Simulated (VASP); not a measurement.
A run of VASP 6.6.1 is set up as follows.

The input INCAR:

```
SYSTEM = TiS2
PREC = Accurate ; ENCUT = 500
EDIFF = 1E-6 ; ISMEAR = -1
SIGMA = 0.05 ; LREAL = .FALSE.
LASPH = .TRUE. ; NELM = 120
ALGO = Normal ; ISIF = 2
LWAVE = .FALSE. ; LCHARG = .FALSE.
GGA = PE ; NBANDS = 19
GGA_COMPAT = .FALSE.
```

File KPOINTS:

```
Automatic mesh
0
G
  5 5 3
  0 0 0
```

The input POSCAR:

```
TiS2
1.0
    3.4120000000      0.0000000000      0.0000000000
   -1.7060000000      2.9548786800      0.0000000000
    0.0000000000      0.0000000000      5.6950000000
Ti S
1 2
Direct
    0.0000000000      0.0000000000      0.0000000000
    0.3333333333      0.6666666667      0.2500000000
    0.6666666667      0.3333333333      0.7500000000
```

Potentials or basis: VASP PAW PBE potentials, release 64 (Ti_sv, S).

Launch:

```bash
$ cat potpaw_PBE.64/Ti_sv/POTCAR potpaw_PBE.64/S/POTCAR > POTCAR
$ mpirun -np 1 vasp_std > vasp.out
```

Question: Estimate the pressure.

Answer: 0.5 GPa.

Question: What does it give for the largest force?

Answer: 0.106 eV/Å.

Stress tensor (GPa, compression positive):
```
0.20 0.00 0.00
0.00 0.20 0.00
0.00 0.00 1.12
```

Caveat: the k points lie up to 0.43 Å⁻¹ apart.
